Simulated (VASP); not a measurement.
# CuO in VASP: further runs

The runs below take CuO through single point, relaxation of cell and atoms, with PBE.

Everything below comes from runs of VASP 6.6.1. Logs are shortened: lines on timing, memory, paths and dates and some standing lists are left out, and cuts for length are marked.

## (1) The cell of the first run

It takes space group C2/c (No. 15, monoclinic). The conventional cell has a = 4.759 Å, b = 3.025 Å, c = 4.996 Å, α = 90.00°, β = 105.57°, γ = 90.00°. Cu (site symmetry -1) has 6 O at 1.91 to 2.34 Å within 2.5 Å. O (site symmetry 2) has 6 Cu at 1.91 to 2.34 Å within 2.5 Å.

## (2) Single point, PBE

The input, INCAR:

```
PREC     = Accurate       # precision mode
ENCUT    = 520            # plane-wave cutoff, eV
EDIFF    = 1E-6           # SCF threshold, eV
ISMEAR   = -1             # smearing method
SIGMA    = 0.05           # smearing width, eV
LREAL    = F              # projectors in reciprocal space
LASPH    = T              # aspherical terms in the spheres
NELM     = 100            # most SCF steps
ALGO     = Normal         # electronic algorithm
ISIF     = 2              # what is computed and relaxed
LWAVE    = F              # write WAVECAR
LCHARG   = T              # write CHGCAR
GGA      = PE             # functional
LELF     = T              # ELF
LVHAR    = T            
NBANDS   = 25             # bands
```

The input, KPOINTS:

```
regular mesh
0
Gamma
  10 10 5
```

The input, POSCAR:

```
CuO
1.0
    2.3768815762     -1.5126660131     -0.1116969872
    2.3768815762      1.5126660131     -0.1116969872
   -1.1134112102      0.0000000000      4.8706456533
Cu O
2 2
Direct
    0.4942570320     -0.0057540526      0.5018509364
   -0.0057540526      0.4942570320      0.0018509364
    0.3449867772      0.6435102434      0.7518490636
    0.6435102434      0.3449867772      0.2518490636
```

Potentials or basis: VASP PAW PBE potentials, release 64 (Cu, O).

Started as:

```
$ cat potpaw_PBE.64/Cu/POTCAR potpaw_PBE.64/O/POTCAR > POTCAR
$ mpirun -np 1 vasp_std > vasp.out
```

OUTCAR:

```text
PREC = Accurate
   ENCUT = 520
   EDIFF = 1E-6
   ISMEAR = -1
   LREAL = F
   LASPH = T
   NELM = 100
   ISIF = 2
   GGA = PE

 ion  position               nearest neighbor table
   1  0.494  0.994  0.502-   3 1.91   4 1.91   4 1.97   3 1.97   3 2.34   4 2.34
   2  0.994  0.494  0.002-   4 1.91   3 1.91   3 1.97   4 1.97   4 2.34   3 2.34
   3  0.345  0.644  0.752-   1 1.91   2 1.91   2 1.97   1 1.97   1 2.34   2 2.34
   4  0.644  0.345  0.252-   2 1.91   1 1.91   1 1.97   2 1.97   2 2.34   1 2.34

  LATTYP: Found a base centered monoclinic cell.
 ALAT       =     4.7590092432
 B/A-ratio  =     0.6357062724
 C/A-ratio  =     1.0498584318
 COS(beta)  =    -0.2683629755

  Lattice vectors:

 A1 = (   2.3768815762,  -1.5126660131,  -0.1116969872)
 A2 = (   2.3768815762,   1.5126660131,  -0.1116969872)
 A3 = (  -1.1134112102,   0.0000000000,   4.8706456533)

Analysis of symmetry for initial positions (statically):
=====================================================================
 Subroutine PRICEL returns:
 Original cell was already a primitive cell.

 Routine SETGRP: Setting up the symmetry group for a
 base centered monoclinic supercell.

 Subroutine GETGRP returns: Found  2 space group operations
 (whereof  1 operations were pure point group operations)
 out of a pool of  4 trial point group operations.

The static configuration has the point symmetry C_1 .
 The point group associated with its full space group is C_1h.

Analysis of symmetry for dynamics (positions and initial velocities):
=====================================================================
 Subroutine PRICEL returns:
 Original cell was already a primitive cell.

 Routine SETGRP: Setting up the symmetry group for a
 base centered monoclinic supercell.

 Subroutine GETGRP returns: Found  2 space group operations
 (whereof  1 operations were pure point group operations)
 out of a pool of  4 trial point group operations.

The dynamic configuration has the point symmetry C_1 .
 The point group associated with its full space group is C_1h.

 Subroutine INISYM returns: Found  2 space group operations
 (whereof  1 operations are pure point group operations),
 and found     1 'primitive' translations

----------------------------------------------------------------------------------------

[... 94 lines left out ...]
   ENCUT  =  520.0 eV  38.22 Ry    6.18 a.u.   5.24  5.24  9.29*2*pi/ulx,y,z
   NELM   =    100;   NELMIN=  2; NELMDL= -5     # of ELM steps
   EDIFF  = 0.1E-05   stopping-criterion for ELM
   LREAL  =      F    real-space projection
   EDIFFG = 0.1E-04   stopping-criterion for IOM
   NSW    =      0    number of steps for IOM
   IBRION =     -1    ionic relax: 0-MD 1-quasi-New 2-CG
   NFREE  =      0    steps in history (QN), initial steepest desc. (CG)
   ISIF   =      2    stress and relaxation
   ISYM   =      2    0-nonsym 1-usesym 2-fastsym
   POTIM  = 0.5000    time-step for ionic-motion
   TEBEG  =    0.0;   TEEND  =   0.0 temperature during run
   PSTRESS=    0.0 pullay stress
   NELECT =      34.0000    total number of electrons
   NUPDOWN=      -1.0000    fix difference up-down
   EMIN   =  10.00;   EMAX   =-10.00  energy-range for DOS
   EFERMI =   0.00;   METHOD = LEGACY
   ISMEAR =    -1;   SIGMA  =   0.05  broadening in eV -4-tet -1-fermi 0-gaus
   EFERMI_NEDOS =   21; number of points for ismear=-14 and -15
   IALGO  =     38    algorithm
   IMIX   =      4    mixing-type and parameters
     AMIX     =   0.40;   BMIX     =  1.00
     AMIX_MAG =   1.60;   BMIX_MAG =  1.00
  volume/ion in A,a.u.               =       8.66        58.45
  Fermi-wavevector in a.u.,A,eV,Ry     =   1.626830  3.074264 36.008872  2.646577
  Thomas-Fermi vector in A             =   2.719725
   LORBIT       =      0    0 simple, 1 ext, 2 COOP (PROOUT), +10 PAW based schemes
   GGA     = PE    functional components
   LHFCALC =     F    Hartree Fock is set to
   AEXX    =    0.0000 exact exchange contribution
   IVDW    =     0    specifies the selected vdW correction
   LEPSILON=     F    determine dielectric tensor
   LRPA    =     F    only Hartree local field effects (RPA)
 non-spin polarized calculation
  energy-cutoff  :      520.00
  volume of cell :       34.65
 maximum number of plane-waves:       948
 NGX is ok and might be reduce to    24
   NGX = 11   NGY = 11   NGZ = 19

 number of electron      34.0000001 magnetization

 Free energy of the ion-electron system (eV)
  ---------------------------------------------------
  ext. energy  EPLUGINS =         0.00000000
  ---------------------------------------------------
  free energy    TOTEN  =       -18.88267996 eV

  energy without entropy =      -18.86734581  energy(sigma->0) =      -18.87501289

 E-fermi :   7.7175     XC(G=0): -12.9200

 val. band max:        7.7072562729   @ k =  -0.4000   0.3000   0.4000
 cond. band min:       7.7243508457   @ k =   0.4000   0.3000   0.2000
 fundamental gap:      0.0170945728
 Fermi energy:         7.7174846639

 k-point     1 :       0.0000    0.0000    0.0000
  band No.  band energies     occupation
      1     -13.1474      2.00000
      2     -11.5448      2.00000
      3      -1.2382      2.00000
      4       1.6939      2.00000
      5       1.8637      2.00000
      6       4.4119      2.00000
[... 661 lines left out ...]
     24      21.5138      0.00000
     25      22.4861      0.00000

 [... further k-points ...]

------------------------ aborting loop because EDIFF is reached ----------------------------------------

  FORCE on cell =-STRESS in cart. coord.  units (eV):
  Direction    XX          YY          ZZ          XY          YZ          ZX
  --------------------------------------------------------------------------------------
  -------------------------------------------------------------------------------------
  Total        6.7275437      6.6116876      6.7245353      0.0000000      0.0000000     -0.0050459
  in kB      311.0932636    305.7358785    310.9541524      0.0000000      0.0000000     -0.2333327
  external PRESSURE =     309.2610981 kB  Pullay stress =       0.0000000 kB

 VOLUME and BASIS-vectors are now :
 -----------------------------------------------------------------------------
  energy-cutoff  :      520.00
  volume of cell :       34.65
      direct lattice vectors                 reciprocal lattice vectors
     2.376881576 -1.512666013 -0.111696987     0.212643975 -0.330542232  0.048609610
     2.376881576  1.512666013 -0.111696987     0.212643975  0.330542232  0.048609610
    -1.113411210  0.000000000  4.870645653     0.009752995  0.000000000  0.207541087

 POSITION                                       TOTAL-FORCE (eV/Angst)
 -----------------------------------------------------------------------------------
      2.97923      0.75632      2.27808        -0.000040      0.000038      0.000151
      3.53593     -0.75632     -0.15725        -0.000040     -0.000038      0.000151
      1.51242      0.45157      3.55158         0.000040      0.076268     -0.000151
      2.06913     -0.45157      1.11626         0.000040     -0.076268     -0.000151
 -----------------------------------------------------------------------------------
    total drift:                               -0.000329     -0.000000      0.000844

  FREE ENERGIE OF THE ION-ELECTRON SYSTEM (eV)
  ---------------------------------------------------
  free  energy   TOTEN  =       -18.8826799633 eV

  energy  without entropy=      -18.8673458119  energy(sigma->0) =      -18.87501289
```

stdout:

```text
POSCAR found type information on POSCAR CuO
 POSCAR found :  2 types and       4 ions
 scaLAPACK will be used
 LDA part: xc-table for (Slater+PW92), standard interpolation
 POSCAR, INCAR and KPOINTS ok, starting setup
 FFT: planning ... GRIDC
 FFT: planning ... GRID_SOFT
 FFT: planning ... GRID
 WAVECAR not read
 entering main loop
```

Run time: 95 s. Hardware: 1 thread of Intel Xeon Platinum 8488C (Sapphire Rapids), shared host; peak memory 0.23 GiB.

Results:

```
Free energy            : -18.8827 eV
Pressure               : 30.9 GPa
Largest force          : 0.076 eV/Å
Band gap on the k mesh : zero (bands 17 and 18 overlap by 0.47 eV)
```

Forces in eV/Å, atoms in the order of the input:
```
Cu   0.000  0.000  0.000
Cu   0.000  0.000  0.000
O    0.000  0.076  0.000
O    0.000 -0.076  0.000
```

Levels at points of the mesh, in eV from the Fermi level:
```csv
k point,band 13,band 14,band 15,band 16,band 17,band 18,band 19,band 20,band 21,band 22
"(0.00, 0.00, 0.00)",-2.76,-2.34,-2.23,-1.70,0.20,0.94,2.26,6.05,9.81,14.06
"(0.50, 0.00, 0.00)",-1.97,-1.67,-1.24,-1.11,-0.33,-0.16,6.85,7.04,8.33,11.27
"(0.50, 0.50, 0.00)",-2.10,-2.09,-1.73,-1.43,0.11,1.01,4.75,6.63,10.32,10.88
```

Caveat: the cell stands under pressure; semilocal functionals underestimate gaps, and a narrow one can read as zero; semilocal functionals often make such compounds metallic where correlation or magnetic order opens a gap, which also shifts bond lengths. With open d or f shells a metallic result of PBE can be an artefact of self-interaction; +U or a hybrid may open a gap.

## (3) Relaxation of cell and atoms, PBE, target pressure 2 GPa, at which the enthalpy is minimised

This run uses another cell than the first one, of 10.16 Å³/atom.

The input, INCAR:

```
ALGO = Normal ; EDIFF = 1E-6
EDIFFG = -0.01 ; ENCUT = 600
GGA = PE ; IBRION = 2
ISIF = 3 ; ISMEAR = -1
LASPH = True ; LCHARG = False
LREAL = False ; LWAVE = False
NELM = 100 ; NSW = 60
PREC = Accurate ; PSTRESS = 20.0
SIGMA = 0.05
```

The input, KPOINTS:

```
k-points
0
Gamma
  10 10 5
```

The input, POSCAR:

```
CuO
1.0
    2.3446500000     -1.7134000000      0.0000000000
    2.3446500000      1.7134000000      0.0000000000
   -0.8605543552      0.0000000000      5.0594363927
Cu O
2 2
Direct
    0.4968000000      0.0032000000      0.5000000000
    0.0032000000      0.4968000000      0.0000000000
    0.4056000000      0.5714000000      0.7537000000
    0.5714000000      0.4056000000      0.2537000000
```

Potentials or basis: VASP PAW PBE potentials, release 64 (Cu, O).

Started as:

```
$ cat potpaw_PBE.64/Cu/POTCAR potpaw_PBE.64/O/POTCAR > POTCAR
$ mpirun -np 1 vasp_std > vasp.out
```

Run time: 35 min. Hardware: 1 thread of Intel Xeon Platinum 8488C (Sapphire Rapids), shared host; peak memory 0.29 GiB.

Results (log left out):

```
Free energy                                                : -19.7238 eV
Relaxed volume                                             : 11.05 Å³/atom
Relaxed cell                                               : a = 2.929 Å, b = 2.929 Å, c = 5.161 Å, α = 90.22°, β = 90.22°, γ = 86.83°
Space group after relaxing (to 0.1 Å)                      : Cccm (No. 66)
Energy change on relaxing (the run minimises the enthalpy) : -57.7 meV/atom
Ionic steps                                                : 39
Pressure after relaxing                                    : 1.9 GPa
Largest force after relaxing                               : 0.005 eV/Å
Band gap on the k mesh                                     : zero (bands 17 and 18 overlap by 0.88 eV)
```

Forces in eV/Å, atoms in the order of the input:
```
Cu  -0.001  0.004 -0.003
Cu  -0.001 -0.004 -0.003
O    0.001 -0.001  0.003
O    0.001  0.001  0.003
```

Step by step:
| step | energy change (eV) | largest force (eV/Å) | pressure (GPa) | volume (Å³) |
| --- | --- | --- | --- | --- |
| 1 | 0.0000 | 0.7884 | 6.29 | 40.65 |
| 2 | -0.0758 | 0.2759 | -0.83 | 42.27 |
| 3 | -0.0754 | 0.2604 | 0.46 | 41.91 |
| 4 | -0.0820 | 0.1793 | 2.82 | 41.52 |
| 5 | -0.0812 | 0.1789 | 3.59 | 41.41 |
| 6 | -0.0957 | 0.1445 | 3.28 | 41.68 |
| 7 | -0.1289 | 0.0521 | 2.68 | 42.48 |
| 8 | -0.1427 | 0.2729 | 1.87 | 43.98 |
| 9 | -0.1432 | 0.1208 | 2.48 | 43.11 |
| 10 | -0.1620 | 0.0598 | 1.53 | 43.53 |
| 11 | -0.1973 | 0.1094 | -1.23 | 44.72 |
| 12 | -0.2081 | 0.1192 | -0.09 | 44.48 |
| 13 | -0.2148 | 0.1412 | 1.71 | 44.09 |
| 14 | -0.1950 | 0.2295 | 5.63 | 43.24 |
| 15 | -0.2134 | 0.1626 | 3.05 | 43.82 |
| 16 | -0.2194 | 0.1336 | 2.44 | 43.96 |
| 17 | -0.2238 | 0.1198 | 1.60 | 44.15 |
| 18 | -0.2235 | 0.1195 | 1.69 | 44.12 |
| 19 | -0.2241 | 0.0629 | 2.00 | 44.06 |
| 20 | -0.2236 | 0.0283 | 2.25 | 44.00 |
| 21 | -0.2238 | 0.0304 | 2.23 | 44.00 |
| 22 | -0.2252 | 0.0217 | 2.02 | 44.08 |
| 23 | -0.2272 | 0.0096 | 1.67 | 44.20 |
| 24 | -0.2299 | 0.0288 | 0.98 | 44.45 |
| 25 | -0.2281 | 0.0133 | 1.52 | 44.27 |
| 26 | -0.2283 | 0.0136 | 1.57 | 44.26 |
| 27 | -0.2284 | 0.0181 | 1.83 | 44.21 |
| 28 | -0.2275 | 0.0341 | 2.50 | 44.11 |
| 29 | -0.2279 | 0.0288 | 2.38 | 44.14 |
| 30 | -0.2287 | 0.0258 | 2.29 | 44.17 |
| 31 | -0.2306 | 0.0201 | 1.92 | 44.27 |
| 32 | -0.2324 | 0.0543 | 1.29 | 44.45 |
| 33 | -0.2314 | 0.0295 | 1.72 | 44.32 |
| 34 | -0.2311 | 0.0242 | 1.98 | 44.27 |
| 35 | -0.2309 | 0.0227 | 1.90 | 44.24 |
| 36 | -0.2303 | 0.0215 | 2.19 | 44.17 |
| 37 | -0.2311 | 0.0095 | 1.80 | 44.23 |
| 38 | -0.2310 | 0.0111 | 1.88 | 44.22 |
| 39 | -0.2307 | 0.0050 | 1.92 | 44.19 |

Final structure:
```
Cu O
1.0
     2.12109   -2.01268    0.16212
     2.12109    2.01268    0.16212
    -0.42025    0.00000    5.14386
Cu O
2 2
Direct
  0.49446 0.99415 0.50187
  0.99415 0.49446 0.00187
  0.49260 0.49579 0.75183
  0.49579 0.49260 0.25183
```

Levels at points of the mesh, in eV from the Fermi level:
```tsv
k point	band 13	band 14	band 15	band 16	band 17	band 18	band 19	band 20	band 21
(0.00, 0.00, 0.00)	-2.37	-2.36	-2.28	-1.91	0.62	0.75	1.44	6.15	7.31
(0.50, 0.00, 0.00)	-2.26	-1.87	-1.56	-1.48	0.24	0.48	3.72	5.93	6.48
(0.50, 0.50, 0.00)	-2.34	-2.32	-1.59	-1.20	-1.16	1.15	2.22	7.23	9.40
```

Caveat: the cell is relaxed towards a set pressure, so the run minimises the enthalpy, not the energy; semilocal functionals often make such compounds metallic where correlation or magnetic order opens a gap, which also shifts bond lengths.

(Continued in part 2 of 2.)
